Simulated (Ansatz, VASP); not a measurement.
SiNi3: VASP beside Ansatz

The input INCAR:

```
SYSTEM = SiNi3
PREC = Accurate
ENCUT = 520
EDIFF = 1E-6
ISMEAR = 0
SIGMA = 0.15
LREAL = .FALSE.
LASPH = .TRUE.
NELM = 80
ALGO = Fast
ISIF = 2
LWAVE = .FALSE.
LCHARG = .FALSE.
GGA = PS
NBANDS = 25
```

KPOINTS

```
Automatic mesh
0
G
  14 14 14
  0 0 0
```

Contents of POSCAR:

```
SiNi3
1.0
    3.5477769040      0.0000000000      0.0000000000
    0.0000000000      3.5477769040      0.0000000000
    0.0000000000      0.0000000000      3.4612457600
Si Ni
1 3
Direct
    0.0000000000      0.0000000000      0.0000000000
    0.0000000000      0.5000000000      0.5000000000
    0.5000000000      0.0000000000      0.5000000000
    0.5000000000      0.5000000000      0.0000000000
```

Input for Ansatz:

```yaml
crystal:
  lattice:
    - [3.547776904, 0.0, 0.0]
    - [0.0, 3.547776904, 0.0]
    - [0.0, 0.0, 3.46124576]
  atoms:
    - { symbol: Si, position: [0.0, 0.0, 0.0] }
    - { symbol: Ni, position: [0.0, 0.5, 0.5] }
    - { symbol: Ni, position: [0.5, 0.0, 0.5] }
    - { symbol: Ni, position: [0.5, 0.5, 0.0] }
basis:
  ecutwfc: 420
kpoints:
  mp_grid: { grid: [14, 14, 14] }
hamiltonian:
  xc: pbesol
scf:
  occupations: { method: gaussian, width: 0.15 }
output:
  forces: true
  stress: true
  eigenvalues: true
```

Change from the starting cell: strain +0.025 along x and y, +0.000 along z, atoms carried along.

Alike in both runs: task single point; functional PBEsol; k mesh 14 × 14 × 14; occupations gaussian, width 0.15 eV; no spin polarisation.

|  | VASP | Ansatz |
| --- | --- | --- |
| version | VASP 6.6.1 | Ansatz 0.2.0 |
| potentials or method | VASP PAW PBE potentials, release 64 (Si, Ni), cutoff 520 eV | scalar-relativistic, plane waves, PAW |
| valence electrons in the cell | 34 | 58 |

Ansatz gave:

```
gap on the k mesh at the Fermi level (eV)                     : none
pressure (GPa)                                                : -10.5
traceless stress, the component that is largest in VASP (GPa) : 2.41
```

Problem. Which values does VASP return?

Solution. gap on the k mesh at the Fermi level (eV): none; pressure (GPa): -10.3; traceless stress, the component that is largest in VASP (GPa): 2.36.

VASP's potentials were made for PBE, not for PBEsol. A gap of «none» marks a metal or a gap that the smearing closes. VASP's potentials hold 34 valence electrons a cell and Ansatz's 58, so a difference there can come from the potentials and not from the codes.
